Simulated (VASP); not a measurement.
**Pt: single point with PBE**

Slab: Pt, a slab with vacuum.

```
CELL_PARAMETERS angstrom
2.80729 0.00000 0.00000
0.00000 2.80729 0.00000
0.00000 0.00000 24.92528
ATOMIC_POSITIONS crystal
Pt 0.50000 0.50000 0.30090
Pt 0.00000 0.00000 0.38054
Pt 0.50000 0.50000 0.46018
Pt 0.00000 0.00000 0.53982
Pt 0.50000 0.50000 0.61946
Pt 0.00000 0.00000 0.69910
```

```json
{"Program": "VASP 6.6.1", "Task": "single point", "Functional": "PBE", "Potentials or basis": "VASP PAW PBE potentials, release 64 (Pt)", "Cutoff": "520 eV", "k mesh": "12 × 12 × 1", "Occupations": "gaussian, width 0.1 eV", "Spin": "no spin polarisation"}
```

```json
{
 "Largest force": "0.324 eV/Å",
 "Band gap on the k mesh": "zero (band 30 reaches 3.08 eV, above the bottom of band 31 at 1.62 eV)"
}
```

Forces in eV/Å, atoms in the order of the input:
```
Pt   0.000  0.000  0.324
Pt   0.000  0.000 -0.212
Pt   0.000  0.000 -0.051
Pt   0.000  0.000  0.051
Pt   0.000  0.000  0.212
Pt   0.000  0.000 -0.324
```

Levels at points of the mesh, in eV from the Fermi level:
| k point | band 28 | band 29 | band 30 | band 31 | band 32 | band 33 |
| --- | --- | --- | --- | --- | --- | --- |
| (0.00, 0.00, 0.00) | -0.74 | -0.33 | -0.15 | -0.15 | 0.06 | 0.11 |
| (0.50, 0.00, 0.00) | -0.37 | 0.00 | 0.00 | 0.78 | 0.78 | 1.64 |
| (0.50, 0.50, 0.00) | 0.47 | 1.03 | 1.03 | 2.80 | 2.80 | 4.68 |

Run time: 2.3 min on 1 thread of Intel(R) Xeon(R) 6975P-C (Granite Rapids) (shared host), peak memory 0.4 GiB.

Caveat: spin-orbit coupling is left out, which moves the levels of the heavy elements.
